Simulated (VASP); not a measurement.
# AlIn3As4 (P-4m2) in VASP: relaxation of cell and atoms with PBE

Aim: the relaxation of cell and atoms of AlIn3As4 with PBE.

Everything below comes from runs of VASP 6.6.1. Logs are shortened: lines on timing, memory, paths and dates and some standing lists are left out, and cuts for length are marked.

### 1 The cell of the first run

Symmetry: P-4m2, No. 115, tetragonal system. The conventional cell has a = 4.313 Å, b = 4.313 Å, c = 12.056 Å, α = 90.00°, β = 90.00°, γ = 90.00°. Within 3.3 Å of Al (site symmetry -4m2) lie 4 As at 2.53 Å. Within 3.5 Å of In (site symmetry 2mm) lie 4 As at 2.66 to 2.68 Å. Within 3.5 Å of In (site symmetry -4m2) lie 4 As at 2.66 Å. As (site symmetry 2mm) has 2 Al at 2.53 Å and 2 In at 2.68 Å within 3.3 Å. As (site symmetry 2mm) has 4 In at 2.66 Å within 3.5 Å.

### 2 Relaxation of cell and atoms, PBE

File INCAR:

```
ALGO = Fast ; EDIFF = 1E-7
EDIFFG = -0.01 ; ENCUT = 600
GGA = PE ; IBRION = 2
ISIF = 3 ; ISMEAR = 0
LASPH = True ; LCHARG = False
LREAL = False ; LWAVE = False
NELM = 100 ; NSW = 100
PREC = Accurate ; SIGMA = 0.1
```

File KPOINTS:

```
k-points
0
Gamma
  10 10 4
```

File POSCAR:

```
AlIn3As4
1.0
    4.3130458188      0.0000000000      0.0000000000
    0.0000000000      4.3130458188      0.0000000000
    0.0000000000      0.0000000000     12.0557723499
Al In As
1 3 4
Direct
    0.5000000000      0.5000000000      0.0000000000
    0.0000000000      0.0000000000      0.7596830966
    0.0000000000      0.0000000000      0.2403169034
    0.5000000000      0.5000000000      0.5000000000
    0.5000000000      0.0000000000      0.1089759347
    0.0000000000      0.5000000000      0.3701496458
    0.5000000000      0.0000000000      0.6298503542
    0.0000000000      0.5000000000      0.8910240653
```

Potentials or basis: VASP PAW PBE potentials, release 64 (Al, In_d, As).

Started as:

```console
$ cat potpaw_PBE.64/Al/POTCAR potpaw_PBE.64/In_d/POTCAR potpaw_PBE.64/As/POTCAR > POTCAR
$ mpirun -np 1 vasp_std > vasp.out
```

OUTCAR:

```text
EDIFF = 1E-7
   EDIFFG = -0.01
   ENCUT = 600
   GGA = PE
   IBRION = 2
   ISIF = 3
   ISMEAR = 0
   LASPH = True
   LREAL = False
   NELM = 100
   NSW = 100
   PREC = Accurate

 ion  position               nearest neighbor table
   1  0.500  0.500  0.000-   5 2.53   8 2.53   5 2.53   8 2.53
   2  0.000  0.000  0.760-   7 2.66   7 2.66   8 2.68   8 2.68
   3  0.000  0.000  0.240-   6 2.66   6 2.66   5 2.68   5 2.68
   4  0.500  0.500  0.500-   6 2.66   7 2.66   7 2.66   6 2.66
   5  0.500  0.000  0.109-   1 2.53   1 2.53   3 2.68   3 2.68
   6  0.000  0.500  0.370-   3 2.66   3 2.66   4 2.66   4 2.66
   7  0.500  0.000  0.630-   2 2.66   2 2.66   4 2.66   4 2.66
   8  0.000  0.500  0.891-   1 2.53   1 2.53   2 2.68   2 2.68

  LATTYP: Found a simple tetragonal cell.
 ALAT       =     4.3130458188
 C/A-ratio  =     2.7951876369

  Lattice vectors:

 A1 = (   4.3130458188,   0.0000000000,   0.0000000000)
 A2 = (   0.0000000000,   4.3130458188,   0.0000000000)
 A3 = (   0.0000000000,   0.0000000000,  12.0557723499)

Analysis of symmetry for initial positions (statically):
=====================================================================
 Subroutine PRICEL returns:
 Original cell was already a primitive cell.

 Routine SETGRP: Setting up the symmetry group for a
 simple tetragonal supercell.

 Subroutine GETGRP returns: Found  8 space group operations
 (whereof  8 operations were pure point group operations)
 out of a pool of 16 trial point group operations.

The static configuration has the point symmetry D_2d.

Analysis of symmetry for dynamics (positions and initial velocities):
=====================================================================
 Subroutine PRICEL returns:
 Original cell was already a primitive cell.

 Routine SETGRP: Setting up the symmetry group for a
 simple tetragonal supercell.

 Subroutine GETGRP returns: Found  8 space group operations
 (whereof  8 operations were pure point group operations)
 out of a pool of 16 trial point group operations.

The dynamic configuration has the point symmetry D_2d.

 Subroutine INISYM returns: Found  8 space group operations
 (whereof  8 operations are pure point group operations),
 and found     1 'primitive' translations

----------------------------------------------------------------------------------------

                                     Primitive cell

[... 104 lines left out ...]
   EDIFFG = -.1E-01   stopping-criterion for IOM
   NSW    =    100    number of steps for IOM
   IBRION =      2    ionic relax: 0-MD 1-quasi-New 2-CG
   NFREE  =      1    steps in history (QN), initial steepest desc. (CG)
   ISIF   =      3    stress and relaxation
   ISYM   =      2    0-nonsym 1-usesym 2-fastsym
   POTIM  = 0.5000    time-step for ionic-motion
   TEBEG  =    0.0;   TEEND  =   0.0 temperature during run
   PSTRESS=    0.0 pullay stress
   NELECT =      62.0000    total number of electrons
   NUPDOWN=      -1.0000    fix difference up-down
   EMIN   =  10.00;   EMAX   =-10.00  energy-range for DOS
   EFERMI =   0.00;   METHOD = LEGACY
   ISMEAR =     0;   SIGMA  =   0.10  broadening in eV -4-tet -1-fermi 0-gaus
   EFERMI_NEDOS =   21; number of points for ismear=-14 and -15
   IALGO  =     68    algorithm
   IMIX   =      4    mixing-type and parameters
     AMIX     =   0.40;   BMIX     =  1.00
     AMIX_MAG =   1.60;   BMIX_MAG =  1.00
  volume/ion in A,a.u.               =      28.03       189.18
  Fermi-wavevector in a.u.,A,eV,Ry     =   1.066476  2.015347 15.474867  1.137371
  Thomas-Fermi vector in A             =   2.202061
   LORBIT       =      0    0 simple, 1 ext, 2 COOP (PROOUT), +10 PAW based schemes
   GGA     = PE    functional components
   LHFCALC =     F    Hartree Fock is set to
   AEXX    =    0.0000 exact exchange contribution
   IVDW    =     0    specifies the selected vdW correction
   LEPSILON=     F    determine dielectric tensor
   LRPA    =     F    only Hartree local field effects (RPA)
 conjugate gradient relaxation of ions
 non-spin polarized calculation
 RMM-DIIS sequential band-by-band and
 Gauss-broadening in eV      SIGMA  =   0.10
  energy-cutoff  :      600.00
  volume of cell :      224.27
 maximum number of plane-waves:      7529
 NGX is ok and might be reduce to    36
   NGX = 17   NGY = 17   NGZ = 49

--------------------------------------- Ionic step        1  -------------------------------------------

 number of electron      62.0000004 magnetization

 Free energy of the ion-electron system (eV)
  ---------------------------------------------------
  ext. energy  EPLUGINS =         0.00000000
  ---------------------------------------------------
  free energy    TOTEN  =       -32.43558784 eV

  energy without entropy =      -32.43500232  energy(sigma->0) =      -32.43529508

------------------------ aborting loop because EDIFF is reached ----------------------------------------

  FORCE on cell =-STRESS in cart. coord.  units (eV):
  Direction    XX          YY          ZZ          XY          YZ          ZX
  --------------------------------------------------------------------------------------
  -------------------------------------------------------------------------------------
  Total       -0.4637134     -0.4637134      0.2787271      0.0000000      0.0000000      0.0000000
  in kB       -3.3128140     -3.3128140      1.9912534      0.0000000      0.0000000      0.0000000
  external PRESSURE =      -1.5447915 kB  Pullay stress =       0.0000000 kB
[... 239 lines left out ...]
--------------------------------------- Ionic step        7  -------------------------------------------

 number of electron      62.0000006 magnetization

 Free energy of the ion-electron system (eV)
  ---------------------------------------------------
  ext. energy  EPLUGINS =         0.00000000
  ---------------------------------------------------
  free energy    TOTEN  =       -32.43970130 eV

  energy without entropy =      -32.43912491  energy(sigma->0) =      -32.43941310

 E-fermi :   3.9333     XC(G=0):  -8.8475

 val. band max:        3.8785600972   @ k =   0.0000   0.0000   0.0000
 cond. band min:       4.6225397696   @ k =   0.0000   0.0000   0.2500
 fundamental gap:      0.7439796724
 Fermi energy:         3.9332972005

 k-point     1 :       0.0000    0.0000    0.0000
  band No.  band energies     occupation
      1     -10.4927      2.00000
      2     -10.4471      2.00000
      3     -10.3930      2.00000
      4     -10.3481      2.00000
      5     -10.3481      2.00000
      6     -10.3267      2.00000
[... 949 lines left out ...]
     36       7.2791      0.00000
     37       7.7030      0.00000

 [... further k-points ...]
[... 5 lines left out ...]
  --------------------------------------------------------------------------------------
  -------------------------------------------------------------------------------------
  Total        0.0102424      0.0102424     -0.0017490      0.0000000      0.0000000      0.0000000
  in kB        0.0733796      0.0733796     -0.0125302      0.0000000      0.0000000      0.0000000
  external PRESSURE =       0.0447430 kB  Pullay stress =       0.0000000 kB
[... 23 lines left out ...]
  FREE ENERGIE OF THE ION-ELECTRON SYSTEM (eV)
  ---------------------------------------------------
  free  energy   TOTEN  =       -32.4397012962 eV

  energy  without entropy=      -32.4391249099  energy(sigma->0) =      -32.43941310

 reached required accuracy - stopping structural energy minimisation
```

Run time: 1.7 h. Hardware: 1 thread of Oxide Virtual Turin-like, shared host; peak memory 0.73 GiB.

Results:

```yaml
Free_energy: -32.4397 eV
Relaxed_volume: 27.95 Å³/atom
Relaxed_cell: a = 4.288 Å, b = 4.288 Å, c = 12.164 Å, α = 90.00°, β = 90.00°, γ = 90.00°
Space_group_after_relaxing_to_0.1_Å: P-4m2 (No. 115)
Energy_gained_by_relaxing: 0.5 meV/atom
Ionic_steps: 7
Pressure_after_relaxing: 0.0 GPa
Largest_force_after_relaxing: 0.007 eV/Å
Band_gap_on_the_k_mesh: zero (filled and empty bands touch)
```

Forces on the atoms (eV/Å):
```
Al   0.000  0.000  0.000
In   0.000  0.000 -0.007
In   0.000  0.000  0.007
In   0.000  0.000  0.000
As   0.000  0.000  0.005
As   0.000  0.000  0.005
As   0.000  0.000 -0.005
As   0.000  0.000 -0.005
```

The path:
| step | energy change (eV) | largest force (eV/Å) | pressure (GPa) | volume (Å³) |
| --- | --- | --- | --- | --- |
| 1 | 0.0000 | 0.0322 | -0.15 | 224.27 |
| 2 | -0.0022 | 0.0183 | 0.06 | 223.39 |
| 3 | -0.0027 | 0.0102 | 0.19 | 222.83 |
| 4 | -0.0040 | 0.0132 | 0.03 | 223.49 |
| 5 | -0.0041 | 0.0148 | -0.01 | 223.68 |
| 6 | -0.0041 | 0.0150 | -0.02 | 223.71 |
| 7 | -0.0041 | 0.0071 | 0.00 | 223.63 |

Final structure:
```
Al In As
1.0
     4.28772    0.00000    0.00000
     0.00000    4.28772    0.00000
     0.00000    0.00000   12.16417
Al In As
1 3 4
Direct
  0.50000 0.50000 0.00000
  0.00000 0.00000 0.75965
  0.00000 0.00000 0.24035
  0.50000 0.50000 0.50000
  0.50000 0.00000 0.10937
  0.00000 0.50000 0.37012
  0.50000 0.00000 0.62989
  0.00000 0.50000 0.89063
```

Caveat: semilocal functionals underestimate gaps, so a narrow gap can read as zero; spin-orbit coupling is left out, which moves the levels of the heavy elements.
